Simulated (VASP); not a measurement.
# Ta2W (Ta (110), 3 layers): single point with PBE

The system is Ta2W (Ta (110), 3 layers), a slab with vacuum.

```
W Ta
1.0
     2.87529    0.00000    0.00000
    -0.95843    2.71085    0.00000
     0.00000    0.00000   20.69530
W Ta
1 2
Direct
  0.00000 0.00000 0.39040
  0.50000 0.50000 0.50000
  0.00000 0.00000 0.60960
```

| Property | Result |
| --- | --- |
| Program | VASP 6.6.1 |
| Task | single point |
| Functional | PBE |
| Potentials or basis | VASP PAW PBE potentials, release 64 (W_sv, Ta_pv) |
| Cutoff | 400 eV |
| k mesh | 13 × 13 × 1 |
| Occupations | fermi-dirac, width 0.1 eV |
| Spin | no spin polarisation |
| Dipole correction | yes |
| Further INCAR settings | ALGO = Normal; EDIFF = 1e-06; NBANDS = 25; NELMDL = -8 |

| Quantity | Value |
| --- | --- |
| Largest force | 0.831 eV/Å |
| Band gap on the k mesh | zero (band 18 reaches 0.18 eV, above the bottom of band 19 at -1.24 eV) |

Forces on the atoms (eV/Å):
```
W    0.000  0.000  0.746
Ta   0.000  0.000 -0.831
Ta   0.000  0.000  0.085
```

Levels at points of the mesh, in eV from the Fermi level:
```csv
k point,band 15,band 16,band 17,band 18,band 19,band 20,band 21,band 22
"(0.00, 0.00, 0.00)",-1.10,-0.79,-0.30,0.07,0.33,0.56,1.07,2.19
```

Wall time 110 s on 1 thread of Intel(R) Xeon(R) 6975P-C (Granite Rapids), with other jobs on the host, peak memory 0.29 GiB.

Caveat: spin-orbit coupling is left out, which moves the levels of the heavy elements.
